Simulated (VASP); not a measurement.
# SnO3 (Cmcm) in VASP: further runs

Runs on SnO3. Level: PBE. Tasks: single point.

All numbers are computed with VASP 6.6.1; they aren't measurements. Logs are shortened: lines on timing, memory, paths and dates and some standing lists are left out, and cuts for length are marked.

## Step 1: The cell of the first run

It takes space group Cmcm (No. 63, orthorhombic). Conventional cell: a = 3.153 Å, b = 18.422 Å, c = 3.123 Å, α = 90.00°, β = 90.00°, γ = 90.00°. Sn (site symmetry m2m) has 9 O at 2.31 to 2.41 Å and 4 Sn at 3.12 to 3.15 Å within 3.2 Å. O (site symmetry m2m) has 5 Sn at 2.31 to 2.33 Å and 12 O at 2.78 to 3.15 Å within 3.2 Å. O (site symmetry m2m) has 14 O at 2.22 to 3.15 Å and 2 Sn at 2.41 Å within 3.2 Å. Within 3.2 Å of O (site symmetry m2m) lie 14 O at 2.22 to 3.15 Å and 2 Sn at 2.40 Å.

## Step 2: Single point, PBE

INCAR reads:

```
ALGO = Normal ; EDIFF = 1E-6
ENCUT = 520 ; GGA = PE
ISIF = 2 ; ISMEAR = 0
LASPH = T ; LCHARG = F
LREAL = F ; LWAVE = F
NBANDS = 42 ; NELM = 100
PREC = Accurate ; SIGMA = 0.1
```

KPOINTS reads:

```
k-points
0
Gamma
  6 6 6
```

POSCAR reads:

```
SnO3
1.0
    1.5764759383     -9.2110316066      0.0000000000
    1.5764759383      9.2110316066      0.0000000000
    0.0000000000      0.0000000000      3.1228691917
Sn O
2 6
Direct
    0.1693000000      0.8307000000      0.7500000000
    0.8307000000      0.1693000000      0.2500000000
    0.2955200000      0.7044800000      0.7500000000
    0.7044800000      0.2955200000      0.2500000000
    0.5706100000      0.4293900000      0.7500000000
    0.4293900000      0.5706100000      0.2500000000
    0.0705300000      0.9294700000      0.2500000000
    0.9294700000      0.0705300000      0.7500000000
```

Potentials or basis: VASP PAW PBE potentials, release 64 (Sn_d, O).

Started as:

```sh
cat potpaw_PBE.64/Sn_d/POTCAR potpaw_PBE.64/O/POTCAR > POTCAR
mpirun -np 1 vasp_std > vasp.out
```

OUTCAR:

```text
EDIFF = 1E-6
   ENCUT = 520
   GGA = PE
   ISIF = 2
   ISMEAR = 0
   LASPH = T
   LREAL = F
   NELM = 100
   PREC = Accurate

 ion  position               nearest neighbor table
   1  0.169  0.831  0.750-   4 2.31   4 2.31   4 2.31   4 2.31   3 2.33   7 2.40   7 2.40   5 2.41
                             5 2.41   2 3.71   2 3.71   2 3.71   2 3.71
   2  0.831  0.169  0.250-   3 2.31   3 2.31   3 2.31   3 2.31   4 2.33   8 2.40   8 2.40   6 2.41
                             6 2.41   1 3.71   1 3.71   1 3.71   1 3.71
   3  0.296  0.704  0.750-   2 2.31   2 2.31   2 2.31   2 2.31   1 2.33
   4  0.704  0.296  0.250-   1 2.31   1 2.31   1 2.31   1 2.31   2 2.33
   5  0.571  0.429  0.750-   1 2.41   1 2.41
   6  0.429  0.571  0.250-   2 2.41   2 2.41
   7  0.071  0.929  0.250-   1 2.40   1 2.40
   8  0.929  0.071  0.750-   2 2.40   2 2.40

  LATTYP: Found a base centered orthorhombic cell.
 ALAT       =     3.1529518766
 B/A-ratio  =     5.8427987277
 C/A-ratio  =     0.9904588823

  Lattice vectors:

 A1 = (   1.5764759383,  -9.2110316066,   0.0000000000)
 A2 = (   1.5764759383,   9.2110316066,   0.0000000000)
 A3 = (   0.0000000000,   0.0000000000,   3.1228691917)

Analysis of symmetry for initial positions (statically):
=====================================================================
 Subroutine PRICEL returns:
 Original cell was already a primitive cell.

 Routine SETGRP: Setting up the symmetry group for a
 base centered orthorhombic supercell.

 Subroutine GETGRP returns: Found  8 space group operations
 (whereof  4 operations were pure point group operations)
 out of a pool of  8 trial point group operations.

The static configuration has the point symmetry C_2h.
 The point group associated with its full space group is D_2h.

Analysis of symmetry for dynamics (positions and initial velocities):
=====================================================================
 Subroutine PRICEL returns:
 Original cell was already a primitive cell.

 Routine SETGRP: Setting up the symmetry group for a
 base centered orthorhombic supercell.

 Subroutine GETGRP returns: Found  8 space group operations
 (whereof  4 operations were pure point group operations)
 out of a pool of  8 trial point group operations.

The dynamic configuration has the point symmetry C_2h.
 The point group associated with its full space group is D_2h.

 Subroutine INISYM returns: Found  8 space group operations
 (whereof  4 operations are pure point group operations),
[... 113 lines left out ...]
   NFREE  =      0    steps in history (QN), initial steepest desc. (CG)
   ISIF   =      2    stress and relaxation
   ISYM   =      2    0-nonsym 1-usesym 2-fastsym
   POTIM  = 0.5000    time-step for ionic-motion
   TEBEG  =    0.0;   TEEND  =   0.0 temperature during run
   PSTRESS=    0.0 pullay stress
   NELECT =      64.0000    total number of electrons
   NUPDOWN=      -1.0000    fix difference up-down
   EMIN   =  10.00;   EMAX   =-10.00  energy-range for DOS
   EFERMI =   0.00;   METHOD = LEGACY
   ISMEAR =     0;   SIGMA  =   0.10  broadening in eV -4-tet -1-fermi 0-gaus
   EFERMI_NEDOS =   21; number of points for ismear=-14 and -15
   IALGO  =     38    algorithm
   IMIX   =      4    mixing-type and parameters
     AMIX     =   0.40;   BMIX     =  1.00
     AMIX_MAG =   1.60;   BMIX_MAG =  1.00
  volume/ion in A,a.u.               =      11.34        76.50
  Fermi-wavevector in a.u.,A,eV,Ry     =   1.457499  2.754274 28.902913  2.124304
  Thomas-Fermi vector in A             =   2.574294
   LORBIT       =      0    0 simple, 1 ext, 2 COOP (PROOUT), +10 PAW based schemes
   GGA     = PE    functional components
   LHFCALC =     F    Hartree Fock is set to
   AEXX    =    0.0000 exact exchange contribution
   IVDW    =     0    specifies the selected vdW correction
   LEPSILON=     F    determine dielectric tensor
   LRPA    =     F    only Hartree local field effects (RPA)
 non-spin polarized calculation
 Gauss-broadening in eV      SIGMA  =   0.10
  energy-cutoff  :      520.00
  volume of cell :       90.69
 maximum number of plane-waves:      2470
 NGX is ok and might be reduce to    70
   NGX = 35   NGY = 35   NGZ = 11

 number of electron      64.0000004 magnetization

 Free energy of the ion-electron system (eV)
  ---------------------------------------------------
  ext. energy  EPLUGINS =         0.00000000
  ---------------------------------------------------
  free energy    TOTEN  =       -37.25426509 eV

  energy without entropy =      -37.22888566  energy(sigma->0) =      -37.24157538

 E-fermi :   6.1419     XC(G=0): -11.4081

 val. band max:        6.1336171227   @ k =   0.1667   0.1667   0.5000
 cond. band min:       6.1510595862   @ k =   0.5000   0.5000   0.0000
 fundamental gap:      0.0174424635
 Fermi energy:         6.1418694084

 k-point     1 :       0.0000    0.0000    0.0000
  band No.  band energies     occupation
      1     -16.3178      2.00000
      2     -16.2530      2.00000
      3     -16.2421      2.00000
      4     -16.0547      2.00000
      5     -15.8998      2.00000
      6     -15.8936      2.00000
[... 1069 lines left out ...]
     41      13.4441      0.00000
     42      14.1656      0.00000

 [... further k-points ...]

------------------------ aborting loop because EDIFF is reached ----------------------------------------

  FORCE on cell =-STRESS in cart. coord.  units (eV):
  Direction    XX          YY          ZZ          XY          YZ          ZX
  --------------------------------------------------------------------------------------
  -------------------------------------------------------------------------------------
  Total       -0.1221969     -8.7190119      0.8124162      0.0000000      0.0000000      0.0000000
  in kB       -2.1586947   -154.0275639     14.3519108      0.0000000      0.0000000      0.0000000
  external PRESSURE =     -47.2781159 kB  Pullay stress =       0.0000000 kB

 VOLUME and BASIS-vectors are now :
 -----------------------------------------------------------------------------
  energy-cutoff  :      520.00
  volume of cell :       90.69
      direct lattice vectors                 reciprocal lattice vectors
     1.576475938 -9.211031607  0.000000000     0.317163103 -0.054282736  0.000000000
     1.576475938  9.211031607  0.000000000     0.317163103  0.054282736  0.000000000
     0.000000000  0.000000000  3.122869192     0.000000000  0.000000000  0.320218344

 POSITION                                       TOTAL-FORCE (eV/Angst)
 -----------------------------------------------------------------------------------
      1.57648      6.09218      2.34215         0.000000      3.717150     -0.000000
      1.57648     -6.09218      0.78072         0.000000     -3.717150      0.000000
      1.57648      3.76694      2.34215         0.000000      0.908532      0.000000
      1.57648     -3.76694      0.78072         0.000000     -0.908532      0.000000
      1.57648     -1.30078      2.34215         0.000000     -1.520466      0.000000
      1.57648      1.30078      0.78072         0.000000      1.520466      0.000000
      1.57648      7.91172      0.78072         0.000000     -1.588878     -0.000000
      1.57648     -7.91172      2.34215         0.000000      1.588878     -0.000000
 -----------------------------------------------------------------------------------
    total drift:                                0.000000     -0.000000      0.000000

  FREE ENERGIE OF THE ION-ELECTRON SYSTEM (eV)
  ---------------------------------------------------
  free  energy   TOTEN  =       -37.2542650900 eV

  energy  without entropy=      -37.2288856603  energy(sigma->0) =      -37.24157538
```

OSZICAR:

```text
N       E                     dE             d eps       ncg     rms          rms(c)
DAV:   1     0.799692640417E+03    0.79969E+03   -0.31301E+04  5034   0.228E+03
DAV:   2     0.890689471368E+02   -0.71062E+03   -0.66810E+03  4880   0.636E+02
DAV:   3    -0.348308149139E+02   -0.12390E+03   -0.11726E+03  4964   0.209E+02
DAV:   4    -0.421125780699E+02   -0.72818E+01   -0.71604E+01  5010   0.566E+01
DAV:   5    -0.423200614162E+02   -0.20748E+00   -0.20700E+00  5272   0.100E+01    0.123E+01
DAV:   6    -0.374821987286E+02    0.48379E+01   -0.10216E+01  6546   0.613E+01    0.579E+00
DAV:   7    -0.374527922233E+02    0.29407E-01   -0.21611E+00  5242   0.105E+01    0.353E+00
DAV:   8    -0.372873201657E+02    0.16547E+00   -0.21075E-01  5502   0.496E+00    0.220E+00
DAV:   9    -0.372695344906E+02    0.17786E-01   -0.22567E-01  5670   0.328E+00    0.948E-01
DAV:  10    -0.372559784549E+02    0.13556E-01   -0.32134E-02  6092   0.209E+00    0.380E-01
DAV:  11    -0.372540846933E+02    0.18938E-02   -0.43217E-03  5080   0.619E-01    0.137E-01
DAV:  12    -0.372543255203E+02   -0.24083E-03   -0.11070E-03  5920   0.264E-01    0.135E-01
DAV:  13    -0.372543092822E+02    0.16238E-04   -0.34905E-04  6072   0.171E-01    0.490E-02
DAV:  14    -0.372542657000E+02    0.43582E-04   -0.70307E-05  5786   0.958E-02    0.136E-02
DAV:  15    -0.372542655083E+02    0.19170E-06   -0.17538E-05  5224   0.280E-02    0.519E-03
DAV:  16    -0.372542650900E+02    0.41833E-06   -0.10423E-06  2552   0.815E-03
   1 F= -.37254265E+02 E0= -.37241575E+02  d E =-.253794E-01
```

stdout:

```text
POSCAR found type information on POSCAR SnO
 POSCAR found :  2 types and       8 ions
 scaLAPACK will be used
 LDA part: xc-table for (Slater+PW92), standard interpolation
 POSCAR, INCAR and KPOINTS ok, starting setup
 FFT: planning ... GRIDC
 FFT: planning ... GRID_SOFT
 FFT: planning ... GRID
 WAVECAR not read
 entering main loop
```

Wall time 5.8 min (1 thread of Intel Xeon Platinum 8559C (Emerald Rapids), shared host); peak memory 0.4 GiB.

Results:

* Free energy: -37.2543 eV
* Pressure: -4.7 GPa
* Largest force: 3.717 eV/Å
* Band gap on the k mesh: zero (bands 32 and 33 overlap by 1.76 eV)

Forces on the atoms (eV/Å):
```
Sn   0.000  3.717  0.000
Sn   0.000 -3.717  0.000
O    0.000  0.909  0.000
O    0.000 -0.909  0.000
O    0.000 -1.520  0.000
O    0.000  1.520  0.000
O    0.000 -1.589  0.000
O    0.000  1.589  0.000
```

Stress tensor (GPa, compression positive):
```
 -0.22   0.00   0.00
  0.00 -15.40   0.00
  0.00   0.00   1.44
```

Caveat: the cell stands under tension; spin-orbit coupling is left out, which moves the levels of the heavy elements; forces of over 1 eV/Å act on the atoms, so gaps and moduli don't describe the material at rest.

## Step 3: Single point, PBE

This run uses another cell than the first one, of 12.19 Å³/atom.

INCAR reads:

```
PREC     = Accurate       # precision mode
ENCUT    = 520            # plane-wave cutoff, eV
EDIFF    = 1E-7           # SCF threshold, eV
ISMEAR   = 0              # smearing method
SIGMA    = 0.1            # smearing width, eV
LREAL    = F              # projectors in reciprocal space
LASPH    = T              # aspherical terms in the spheres
NELM     = 60             # most SCF steps
ALGO     = Normal         # electronic algorithm
ISIF     = 2              # what is computed and relaxed
LWAVE    = F              # write WAVECAR
LCHARG   = F              # write CHGCAR
GGA      = PE             # functional
NBANDS   = 42             # bands
```

KPOINTS reads:

```
regular mesh
0
Gamma
  6 6 6
```

POSCAR reads:

```
SnO3
1.0
    1.6422333965     -9.0408895679      0.0000000000
    1.6422333965      9.0408895679      0.0000000000
    0.0000000000      0.0000000000      3.2843021201
Sn O
2 6
Direct
    0.1711081589      0.8288918411      0.7500000000
    0.8288918411      0.1711081589      0.2500000000
    0.2847567355      0.7152432645      0.7500000000
    0.7152432645      0.2847567355      0.2500000000
    0.5941018527      0.4058981473      0.7500000000
    0.4058981473      0.5941018527      0.2500000000
    0.0940779504      0.9059220496      0.2500000000
    0.9059220496      0.0940779504      0.7500000000
```

Potentials or basis: VASP PAW PBE potentials, release 64 (Sn_d, O).

Started as:

```sh
cat potpaw_PBE.64/Sn_d/POTCAR potpaw_PBE.64/O/POTCAR > POTCAR
mpirun -np 1 vasp_std > vasp.out
```

Run time: 5.6 min. Hardware: 1 thread of Intel Xeon Platinum 8559C (Emerald Rapids), shared host; peak memory 0.42 GiB.

It converged, with:

```yaml
Free_energy: -39.5263 eV
Pressure: 0.6 GPa
Largest_force: 0.048 eV/Å
Band_gap_on_the_k_mesh: zero (bands 32 and 33 overlap by 1.23 eV)
```

Forces on the atoms (eV/Å):
```
Sn   0.000 -0.012  0.000
Sn   0.000  0.012  0.000
O    0.000 -0.035  0.000
O    0.000  0.035  0.000
O    0.000  0.048  0.000
O    0.000 -0.048  0.000
O    0.000  0.047  0.000
O    0.000 -0.047  0.000
```

Stress tensor (GPa, compression positive):
```
0.51 0.00 0.00
0.00 0.79 0.00
0.00 0.00 0.53
```

Levels at points of the mesh, in eV from the Fermi level:
| k point | band 28 | band 29 | band 30 | band 31 | band 32 | band 33 | band 34 | band 35 | band 36 | band 37 |
| --- | --- | --- | --- | --- | --- | --- | --- | --- | --- | --- |
| (0.00, 0.00, 0.00) | -0.88 | -0.57 | -0.57 | 0.48 | 0.48 | 0.51 | 0.51 | 1.56 | 3.54 | 8.71 |
| (0.50, 0.00, 0.00) | -1.76 | -1.56 | -1.46 | -1.09 | -1.07 | -0.52 | -0.52 | 4.61 | 4.63 | 6.42 |
| (0.50, 0.50, 0.00) | -0.88 | -0.57 | -0.57 | 0.49 | 0.49 | 0.50 | 0.50 | 1.88 | 3.39 | 9.00 |
| (0.00, 0.00, 0.50) | -1.73 | -1.58 | -1.58 | -1.08 | -1.08 | -0.53 | -0.53 | 4.62 | 4.62 | 6.46 |
| (0.50, 0.00, 0.50) | -1.36 | -0.45 | -0.45 | 0.70 | 0.70 | 1.34 | 1.34 | 3.05 | 3.05 | 8.01 |
| (0.50, 0.50, 0.50) | -1.76 | -1.46 | -1.46 | -1.09 | -1.09 | -0.51 | -0.51 | 4.62 | 4.62 | 6.45 |

Caveat: spin-orbit coupling is left out, which moves the levels of the heavy elements.
